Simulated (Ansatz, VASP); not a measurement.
**PbSe: VASP beside Ansatz**

File INCAR:

```
SYSTEM = PbSe
PREC     = Accurate       ! precision mode
ENCUT    = 520            ! plane-wave cutoff, eV
EDIFF    = 1E-6           ! SCF threshold, eV
ISMEAR   = 0              ! smearing method
SIGMA    = 0.01           ! smearing width, eV
LREAL    = .False.        ! projectors in reciprocal space
LASPH    = .True.         ! aspherical terms in the spheres
NELM     = 100            ! most SCF steps
ALGO     = Normal         ! electronic algorithm
ISIF     = 2              ! what is computed and relaxed
LWAVE    = .False.        ! write WAVECAR
LCHARG   = .True.         ! write CHGCAR
GGA      = CA             ! functional
LELF     = .True.         ! ELF
LVHAR    = .True.       
NBANDS   = 28             ! bands
```

File KPOINTS:

```
regular mesh
0
Gamma
  6 6 4
  0 0 0
```

The input POSCAR:

```
PbSe
1.0
    5.1741442875      0.0000000001      0.0000000000
   -2.5870721438      4.4809403958      0.0000000000
    0.0000000000      0.0000000000      6.2147753187
Pb Se
2 2
Direct
    0.3333333333      0.6666666667     -0.0648967816
    0.6666666667      0.3333333333      0.4351032184
    0.3333333333      0.6666666667      0.4398967816
    0.6666666667      0.3333333333      0.9398967816
```

Input for Ansatz:

```yaml
crystal:
  lattice:
    - [5.1741442875, 1.0e-10, 0.0]
    - [-2.5870721438, 4.4809403958, 0.0]
    - [0.0, 0.0, 6.2147753187]
  atoms:
    - { symbol: Pb, position: [0.3333333333, 0.6666666667, -0.0648967816] }
    - { symbol: Pb, position: [0.6666666667, 0.3333333333, 0.4351032184] }
    - { symbol: Se, position: [0.3333333333, 0.6666666667, 0.4398967816] }
    - { symbol: Se, position: [0.6666666667, 0.3333333333, 0.9398967816] }
kpoints:
  mp_grid: { grid: [6, 6, 4] }
  band_path:
    path:
      - [0.0, 0.0, 0.0]
      - [0.5, 0.0, 0.0]
      - [0.3333333333, 0.3333333333, 0.0]
      - [0.0, 0.0, 0.5]
      - [0.5, 0.0, 0.5]
      - [0.3333333333, 0.3333333333, 0.5]
    npoints: 1
hamiltonian:
  xc: lda
scf:
  occupations: { method: fixed }
  n_extra_bands: 5
output:
  forces: true
  stress: true
  eigenvalues: true
```

Alike in both runs: task single point; functional LDA; k mesh 6 × 6 × 4; no spin polarisation.

|  | VASP | Ansatz |
| --- | --- | --- |
| version | VASP 6.6.1 | Ansatz 0.2.0 |
| potentials or method | VASP PAW LDA potentials, release 64 (Pb_d, Se) | plane waves, PAW |
| plane-wave cutoff (eV) | 520 | 420 |
| occupations | gaussian, width 0.01 eV | fixed |
| valence electrons in the cell | 40 | 60 |

VASP gave:

* gap on the k mesh at the Fermi level (eV): 1.03
* pressure (GPa): -2.4
* traceless stress, the component that is largest in VASP (GPa): -0.09

Question: Which values does Ansatz return?

Answer: gap on the k mesh at the Fermi level (eV): 1.05; pressure (GPa): -2.5; traceless stress, the component that is largest in VASP (GPa): -0.09.

LDA's correlation is that of Perdew and Zunger in VASP and of Perdew and Wang (1992) in Ansatz. VASP's potentials hold 40 valence electrons a cell and Ansatz's 60, so a difference there can come from the potentials and not from the codes.

Spin-orbit coupling is off throughout.
